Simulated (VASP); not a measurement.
Runs of VASP 6.6.1 on Ca. The structure is that of space group Pm-3m (No. 221), or close to it. The cells are those of the table. This isn't the form of Ca at room conditions, which is fcc.

```csv
level,cell,gap on the mesh (eV),pressure (GPa)
PBEsol,"a = 3.541 Å, 1 atom",none,(b)
PBEsol,"a = 3.552 Å, 1 atom",none,-0.9
PBEsol,"a = 3.370 Å, 1 atom",none,0.9
PBEsol,"a = 3.569 Å, 1 atom",none,-1.0
r2SCAN,"a = 3.399 Å, 1 atom",none,1.0
PBE,"a = 3.557 Å, 1 atom",none,(a)
PBEsol,"a = 3.615 Å, 1 atom",none,-1.3
PBEsol,"a = 3.621 Å, 1 atom",none,-1.3
```

Alike in all rows: task single point; potentials or basis VASP PAW PBE potentials, release 64 (Ca_sv); no spin polarisation; k mesh 12 × 12 × 12; cutoff (eV) 520; smearing gaussian 0.1 eV.

**Question.** Fill in the values left out.

**Answer.** (a) -0.4; (b) -0.8.

Caveats: the PAW data sets were made with another functional, which shifts forces and pressure a little (at least some runs).

A gap of «none» marks levels without a gap at the run's occupations.
